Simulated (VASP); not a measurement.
Pd, 3 atoms in the cell. The cell holds a slab with vacuum, 3 atoms: a = 2.788 Å, b = 2.788 Å, c = 18.942 Å, α = 90.00°, β = 90.00°, γ = 90.00°. 

* Program: VASP 6.6.1
* Task: single point
* Functional: PBE
* Potentials or basis: VASP PAW PBE potentials, release 64 (Pd)
* Cutoff: 520 eV
* k mesh: 12 × 12 × 1
* Occupations: gaussian, width 0.1 eV
* Spin: no spin polarisation
* Dipole correction: yes
* Further INCAR settings: ALGO = Normal; EDIFF = 1e-07; NBANDS = 22

Potentials or basis: VASP PAW PBE potentials, release 64 (Pd).

Command:

```bash
$ cat potpaw_PBE.64/Pd/POTCAR > POTCAR
$ mpirun -np 1 vasp_std > vasp.out
```

Hardware: 1 thread of Intel Xeon 8259CL, with other jobs on the host.

Task: Estimate the wall time of this run.

Result: Run time: 2.6 min on 1 thread of Intel Xeon 8259CL (shared host), peak memory 0.3 GiB. Counts: scf iterations 24, k points 28.
